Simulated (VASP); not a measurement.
# Pt (P6_3/mmc) in VASP: a series of runs

The runs below take Pt through single point, with PBEsol.

Program: VASP 6.6.1. These are calculated values, not measurements. Logs are shortened: lines on timing, memory, paths and dates and some standing lists are left out, and cuts for length are marked.

## Step 1: The cell of the first run

It takes space group P6_3/mmc (No. 194, hexagonal). Conventional cell: a = 2.761 Å, b = 2.761 Å, c = 4.792 Å, α = 90.00°, β = 90.00°, γ = 120.00°. Within 3.6 Å of Pt (site symmetry -6m2) lie 12 Pt at 2.76 to 2.88 Å.

## Step 2: Single point, PBEsol

Input file INCAR:

```
PREC     = Accurate       # precision mode
ENCUT    = 520            # plane-wave cutoff, eV
EDIFF    = 1E-6           # SCF threshold, eV
ISMEAR   = -1             # smearing method
SIGMA    = 0.5            # smearing width, eV
LREAL    = F              # projectors in reciprocal space
LASPH    = T              # aspherical terms in the spheres
NELM     = 80             # most SCF steps
ALGO     = Normal         # electronic algorithm
ISIF     = 2              # what is computed and relaxed
LWAVE    = F              # write WAVECAR
LCHARG   = F              # write CHGCAR
GGA      = PS             # functional
NBANDS   = 17             # bands
```

Input file KPOINTS:

```
regular mesh
0
Gamma
  11 11 6
```

Input file POSCAR:

```
Pt
1.0
    2.7606660000      0.0000000000      0.0000000000
   -1.3803330000      2.3908070000      0.0000000000
    0.0000000000      0.0000000000      4.7921340000
Pt
2
Direct
    0.6666666667      0.3333333333      0.7500000000
    0.3333333333      0.6666666667      0.2500000000
```

Potentials or basis: VASP PAW PBE potentials, release 64 (Pt).

Run with:

```bash
> cat potpaw_PBE.64/Pt/POTCAR > POTCAR
> mpirun -np 1 vasp_std > vasp.out
```

OUTCAR:

```text
PREC = Accurate
   ENCUT = 520
   EDIFF = 1E-6
   ISMEAR = -1
   LREAL = F
   LASPH = T
   NELM = 80
   ISIF = 2
   GGA = PS

 ion  position               nearest neighbor table
   1  0.667  0.333  0.750-   2 2.88   2 2.88   2 2.88   2 2.88   2 2.88   2 2.88
   2  0.333  0.667  0.250-   1 2.88   1 2.88   1 2.88   1 2.88   1 2.88   1 2.88

  LATTYP: Found a hexagonal cell.
 ALAT       =     2.7606660000
 C/A-ratio  =     1.7358615638

  Lattice vectors:

 A1 = (   2.7606660000,   0.0000000000,   0.0000000000)
 A2 = (  -1.3803330000,   2.3908070000,   0.0000000000)
 A3 = (   0.0000000000,   0.0000000000,   4.7921340000)

Analysis of symmetry for initial positions (statically):
=====================================================================
 Subroutine PRICEL returns:
 Original cell was already a primitive cell.

 Routine SETGRP: Setting up the symmetry group for a
 hexagonal supercell.

 Subroutine GETGRP returns: Found 24 space group operations
 (whereof 12 operations were pure point group operations)
 out of a pool of 24 trial point group operations.

The static configuration has the point symmetry D_3d.
 The point group associated with its full space group is D_6h.

Analysis of symmetry for dynamics (positions and initial velocities):
=====================================================================
 Subroutine PRICEL returns:
 Original cell was already a primitive cell.

 Routine SETGRP: Setting up the symmetry group for a
 hexagonal supercell.

 Subroutine GETGRP returns: Found 24 space group operations
 (whereof 12 operations were pure point group operations)
 out of a pool of 24 trial point group operations.

The dynamic configuration has the point symmetry D_3d.
 The point group associated with its full space group is D_6h.

 Subroutine INISYM returns: Found 24 space group operations
 (whereof 12 operations are pure point group operations),
 and found     1 'primitive' translations

----------------------------------------------------------------------------------------

                                     Primitive cell

  volume of cell :      31.6291

  direct lattice vectors                    reciprocal lattice vectors
     2.760666000  0.000000000  0.000000000     0.362231433  0.209134405  0.000000000
    -1.380333000  2.390807000  0.000000000     0.000000000  0.418268810  0.000000000
     0.000000000  0.000000000  4.792134000     0.000000000  0.000000000  0.208675300

  length of vectors
     2.760666000  2.760666098  4.792134000     0.418268825  0.418268810  0.208675300

  position of ions in fractional coordinates (direct lattice)
     0.666666667  0.333333333  0.750000000
     0.333333333  0.666666667  0.250000000

  ion indices of the primitive-cell ions
   primitive index   ion index
                 1           1
                 2           2

----------------------------------------------------------------------------------------

 KPOINTS: regular mesh

Automatic generation of k-mesh.
 Grid dimensions read from file:
 generate k-points for:   11   11    6

 Generating k-lattice:

  Cartesian coordinates                     Fractional coordinates (reciprocal lattice)
     0.032930130  0.019012219  0.000000000     0.090909091  0.000000000  0.000000000
     0.000000000  0.038024437  0.000000000     0.000000000  0.090909091  0.000000000
     0.000000000  0.000000000  0.034779217     0.000000000  0.000000000  0.166666667

  Length of vectors
     0.038024439  0.038024437  0.034779217

  Shift w.r.t. Gamma in fractional coordinates (k-lattice)
     0.000000000  0.000000000  0.000000000

 Subroutine IBZKPT returns following result:
 ===========================================

 Found     64 irreducible k-points:

 Following reciprocal coordinates:
            Coordinates               Weight
  0.000000  0.000000  0.000000      1.000000
  0.090909  0.000000  0.000000      6.000000
  0.181818  0.000000  0.000000      6.000000
  0.272727 -0.000000  0.000000      6.000000
  0.363636  0.000000  0.000000      6.000000
  0.454545 -0.000000  0.000000      6.000000
[... 16 lines left out ...]
  0.090909  0.090909  0.166667     12.000000
  0.181818  0.090909  0.166667     24.000000
 [... further k-points ...]
   k-points           NKPTS =     64   k-points in BZ     NKDIM =     64   number of bands    NBANDS=     17
   number of dos      NEDOS =    301   number of ions     NIONS =      2
   total plane-waves  NPLWV =  20736
   dimension x,y,z NGX =    24 NGY =   24 NGZ =   36
   dimension x,y,z NGXF=    48 NGYF=   48 NGZF=   72
   ions per type =               2
   NGX,Y,Z   is equivalent  to a cutoff of  14.45, 14.45, 12.49 a.u.
   NGXF,Y,Z  is equivalent  to a cutoff of  28.91, 28.91, 24.98 a.u.
 SYSTEM =  unknown system
   PREC   = accura    normal or accurate (medium, high low for compatibility)
   ISTART =      0    job   : 0-new  1-cont  2-samecut
   ICHARG =      2    charge: 1-file 2-atom 10-const
   ISPIN  =      1    spin polarized calculation?
   LNONCOLLINEAR =      F non collinear calculations
   LSORBIT =      F    spin-orbit coupling
   LASPH  =      T    aspherical Exc in radial PAW
   ENCUT  =  520.0 eV  38.22 Ry    6.18 a.u.   5.13  5.13  8.91*2*pi/ulx,y,z
   NELM   =     80;   NELMIN=  2; NELMDL= -5     # of ELM steps
   EDIFF  = 0.1E-05   stopping-criterion for ELM
   LREAL  =      F    real-space projection
   EDIFFG = 0.1E-04   stopping-criterion for IOM
   NSW    =      0    number of steps for IOM
   IBRION =     -1    ionic relax: 0-MD 1-quasi-New 2-CG
   NFREE  =      0    steps in history (QN), initial steepest desc. (CG)
   ISIF   =      2    stress and relaxation
   ISYM   =      2    0-nonsym 1-usesym 2-fastsym
   POTIM  = 0.5000    time-step for ionic-motion
   TEBEG  =    0.0;   TEEND  =   0.0 temperature during run
   PSTRESS=    0.0 pullay stress
   NELECT =      20.0000    total number of electrons
   NUPDOWN=      -1.0000    fix difference up-down
   EMIN   =  10.00;   EMAX   =-10.00  energy-range for DOS
   EFERMI =   0.00;   METHOD = LEGACY
   ISMEAR =    -1;   SIGMA  =   0.50  broadening in eV -4-tet -1-fermi 0-gaus
   EFERMI_NEDOS =   21; number of points for ismear=-14 and -15
   IALGO  =     38    algorithm
   IMIX   =      4    mixing-type and parameters
     AMIX     =   0.40;   BMIX     =  1.00
     AMIX_MAG =   1.60;   BMIX_MAG =  1.00
  volume/ion in A,a.u.               =      15.81       106.72
  Fermi-wavevector in a.u.,A,eV,Ry     =   1.405149  2.655347 26.863938  1.974444
  Thomas-Fermi vector in A             =   2.527639
   LORBIT       =      0    0 simple, 1 ext, 2 COOP (PROOUT), +10 PAW based schemes
   GGA     = PS    functional components
   LHFCALC =     F    Hartree Fock is set to
   AEXX    =    0.0000 exact exchange contribution
   IVDW    =     0    specifies the selected vdW correction
   LEPSILON=     F    determine dielectric tensor
   LRPA    =     F    only Hartree local field effects (RPA)
 non-spin polarized calculation
  energy-cutoff  :      520.00
  volume of cell :       31.63
 maximum number of plane-waves:       868
 NGX is ok and might be reduce to    24
   NGX = 11   NGY = 11   NGZ = 17

 number of electron      20.0000004 magnetization

 Free energy of the ion-electron system (eV)
  ---------------------------------------------------
  ext. energy  EPLUGINS =         0.00000000
  ---------------------------------------------------
  free energy    TOTEN  =       -14.76139090 eV

  energy without entropy =      -13.10471495  energy(sigma->0) =      -13.93305293

 E-fermi :  10.4283     XC(G=0): -13.3458

 val. band max:       10.4127299491   @ k =   0.4545  -0.0000   0.0000
 cond. band min:      10.4334978177   @ k =   0.3636   0.0000   0.5000
 fundamental gap:      0.0207678686
 Fermi energy:        10.4282510317

 k-point     1 :       0.0000    0.0000    0.0000
  band No.  band energies     occupation
      1       0.4335      2.00000
      2       3.1128      2.00000
      3       6.2268      1.99955
      4       6.7953      1.99860
      5       6.7953      1.99860
      6       7.1615      1.99710
[... 9 lines left out ...]
     16      27.4741      0.00000
     17      31.1671      0.00000

 k-point     2 :       0.0909    0.0000    0.0000
  band No.  band energies     occupation
      1       0.7306      2.00000
      2       3.3845      2.00000
      3       6.1990      1.99958
      4       6.7805      1.99864
      5       7.0235      1.99780
      6       7.0274      1.99778
[... 9 lines left out ...]
     16      27.7719      0.00000
     17      29.7137      0.00000

 k-point     3 :       0.1818    0.0000    0.0000
  band No.  band energies     occupation
      1       1.5588      2.00000
      2       4.0376      1.99999
      3       5.9941      1.99972
      4       6.5787      1.99909
      5       6.6346      1.99899
      6       7.2485      1.99655
[... 9 lines left out ...]
     16      27.6792      0.00000
     17      27.9370      0.00000

 k-point     4 :       0.2727   -0.0000    0.0000
  band No.  band energies     occupation
      1       2.6709      2.00000
      2       4.3540      1.99999
      3       5.6060      1.99987
      4       6.1787      1.99959
      5       6.3965      1.99937
      6       7.4429      1.99491
[... 9 lines left out ...]
     16      25.8641      0.00000
     17      28.1673      0.00000

 k-point     5 :       0.3636    0.0000    0.0000
  band No.  band energies     occupation
      1       3.5157      2.00000
      2       4.1031      1.99999
      3       4.8975      1.99997
      4       6.4737      1.99927
      5       7.0498      1.99768
      6       7.1235      1.99731
[... 9 lines left out ...]
     16      24.1104      0.00000
     17      24.5037      0.00000

 k-point     6 :       0.4545   -0.0000    0.0000
  band No.  band energies     occupation
      1       3.7752      2.00000
      2       3.8818      2.00000
      3       4.5369      1.99998
      4       6.8308      1.99850
      5       7.0724      1.99757
      6       7.0899      1.99748
[... 9 lines left out ...]
     16      22.3231      0.00000
     17      23.5654      0.00000

 k-point     7 :       0.0909    0.0909    0.0000
  band No.  band energies     occupation
      1       1.2977      2.00000
      2       3.8720      2.00000
      3       6.0069      1.99971
      4       6.7756      1.99866
      5       6.9213      1.99820
      6       7.0085      1.99786
[... 9 lines left out ...]
     16      27.0716      0.00000
     17      28.6418      0.00000

 k-point     8 :       0.1818    0.0909    0.0000
  band No.  band energies     occupation
      1       2.3075      2.00000
      2       4.5169      1.99999
      3       5.7708      1.99982
      4       6.0017      1.99971
      5       6.4616      1.99928
      6       7.2555      1.99650
[... 9 lines left out ...]
     16      26.7898      0.00000
     17      28.2759      0.00000
[... 203 lines left out ...]
      1       1.7715      2.00000
      2       4.0370      1.99999
      3       6.0483      1.99969
      4       6.1986      1.99958
      5       6.5118      1.99921
      6       7.1878      1.99694
[... 9 lines left out ...]
     16      27.5159      0.00000
     17      27.9155      0.00000

 k-point    20 :       0.2727   -0.0000    0.1667
  band No.  band energies     occupation
      1       2.8107      2.00000
      2       4.3947      1.99999
      3       5.4724      1.99990
      4       6.0720      1.99967
      5       6.3810      1.99939
      6       7.4103      1.99523
[... 9 lines left out ...]
     16      25.8646      0.00000
     17      27.2266      0.00000

 k-point    21 :       0.3636    0.0000    0.1667
  band No.  band energies     occupation
      1       3.4806      2.00000
      2       4.1357      1.99999
      3       5.0517      1.99996
      4       5.8585      1.99979
      5       7.0972      1.99745
      6       7.3740      1.99556
[... 9 lines left out ...]
     16      24.0047      0.00000
     17      25.2458      0.00000

 k-point    22 :       0.4545   -0.0000    0.1667
  band No.  band energies     occupation
      1       3.6116      2.00000
      2       3.8806      2.00000
      3       4.8636      1.99997
      4       5.8688      1.99978
      5       7.2293      1.99668
      6       7.3419      1.99584
[... 9 lines left out ...]
     16      22.8261      0.00000
     17      23.8629      0.00000

 k-point    23 :       0.0909    0.0909    0.1667
  band No.  band energies     occupation
      1       1.5190      2.00000
      2       3.8601      2.00000
      3       6.0557      1.99968
      4       6.3984      1.99937
      5       6.6217      1.99901
      6       7.1133      1.99736
[... 9 lines left out ...]
     16      27.1097      0.00000
     17      27.7570      0.00000

 k-point    24 :       0.1818    0.0909    0.1667
  band No.  band energies     occupation
      1       2.4897      2.00000
      2       4.5551      1.99998
      3       5.6827      1.99985
      4       5.8503      1.99979
      5       6.4179      1.99934
      6       6.9797      1.99798
[... 9 lines left out ...]
     16      26.6410      0.00000
     17      27.5868      0.00000

 [... further k-points ...]

------------------------ aborting loop because EDIFF is reached ----------------------------------------

  FORCE on cell =-STRESS in cart. coord.  units (eV):
  Direction    XX          YY          ZZ          XY          YZ          ZX
  --------------------------------------------------------------------------------------
  -------------------------------------------------------------------------------------
  Total       -0.8135431     -0.8135432     -2.1141992      0.0000000      0.0000000     -0.0000000
  in kB      -41.2101159    -41.2101198   -107.0949862      0.0000000      0.0000000     -0.0000000
  external PRESSURE =     -63.1717406 kB  Pullay stress =       0.0000000 kB

 VOLUME and BASIS-vectors are now :
 -----------------------------------------------------------------------------
  energy-cutoff  :      520.00
  volume of cell :       31.63
      direct lattice vectors                 reciprocal lattice vectors
     2.760666000  0.000000000  0.000000000     0.362231433  0.209134405  0.000000000
    -1.380333000  2.390807000  0.000000000     0.000000000  0.418268810  0.000000000
     0.000000000  0.000000000  4.792134000     0.000000000  0.000000000  0.208675300

 POSITION                                       TOTAL-FORCE (eV/Angst)
 -----------------------------------------------------------------------------------
      1.38033      0.79694      3.59410         0.000000     -0.000000      0.000000
     -0.00000      1.59387      1.19803        -0.000000      0.000000      0.000000
 -----------------------------------------------------------------------------------
    total drift:                               -0.000000      0.000000     -0.000000

  FREE ENERGIE OF THE ION-ELECTRON SYSTEM (eV)
  ---------------------------------------------------
  free  energy   TOTEN  =       -14.7613909031 eV

  energy  without entropy=      -13.1047149499  energy(sigma->0) =      -13.93305293
```

Run time: 24 s. Hardware: 1 thread of Intel Xeon Platinum 8375C at 2.90GHz (Ice Lake), shared host; peak memory 0.17 GiB.

Results:

| Quantity | Value |
| --- | --- |
| Free energy | -14.7614 eV |
| Pressure | -6.3 GPa |
| Band gap on the k mesh | zero (band 10 reaches 10.61 eV, above the bottom of band 11 at 9.37 eV) |

Stress tensor (GPa, compression positive):
```
 -4.12   0.00   0.00
  0.00  -4.12   0.00
  0.00   0.00 -10.71
```

Levels at points of the mesh, in eV from the Fermi level:
| k point | band 8 | band 9 | band 10 | band 11 | band 12 | band 13 | band 14 | band 15 |
| --- | --- | --- | --- | --- | --- | --- | --- | --- |
| (0.00, 0.00, 0.00) | -2.06 | -2.06 | -1.05 | -0.49 | -0.49 | 4.37 | 14.87 | 15.42 |
| (0.00, 0.00, 0.50) | -3.63 | -1.05 | -1.05 | -1.05 | -1.05 | 11.60 | 11.60 | 15.29 |

Caveat: the PAW data sets were made with another functional, which shifts forces and pressure a little; spin-orbit coupling is left out, which moves the levels of the heavy elements.

## Step 3: Single point, PBEsol

Input file INCAR:

```
SYSTEM = Pt
  PREC = Accurate
  ENCUT = 520
  EDIFF = 1E-6
  ISMEAR = -1
  SIGMA = 0.3
  LREAL = .FALSE.
  LASPH = .TRUE.
  NELM = 100
  ALGO = Normal
  ISIF = 2
  LWAVE = .FALSE.
  LCHARG = .FALSE.
  GGA = PS
  NBANDS = 17
```

Input file KPOINTS:

```
regular mesh
0
G
  11 11 6
  0 0 0
```

POSCAR is that of step 2.

Potentials or basis: VASP PAW PBE potentials, release 64 (Pt).

Run with:

```bash
> cat potpaw_PBE.64/Pt/POTCAR > POTCAR
> mpirun -np 1 vasp_std > vasp.out
```

It took 22 s on 1 thread of Intel Xeon Platinum 8375C at 2.90GHz (Ice Lake), shared host; peak memory 0.17 GiB.

The run converged. Its results:

```
Free energy            : -14.1844 eV
Pressure               : -8.9 GPa
Band gap on the k mesh : zero (band 10 reaches 10.60 eV, above the bottom of band 11 at 9.38 eV)
```

Stress tensor (GPa, compression positive):
```
 -7.26   0.00   0.00
  0.00  -7.26   0.00
  0.00   0.00 -12.14
```

Levels at points of the mesh, in eV from the Fermi level:
| k point | band 9 | band 10 | band 11 | band 12 | band 13 | band 14 |
| --- | --- | --- | --- | --- | --- | --- |
| (0.00, 0.00, 0.00) | -1.91 | -0.90 | -0.33 | -0.33 | 4.52 | 15.02 |
| (0.00, 0.00, 0.50) | -0.90 | -0.90 | -0.90 | -0.90 | 11.75 | 11.75 |

Caveat: the PAW data sets were made with another functional, which shifts forces and pressure a little; spin-orbit coupling is left out, which moves the levels of the heavy elements.
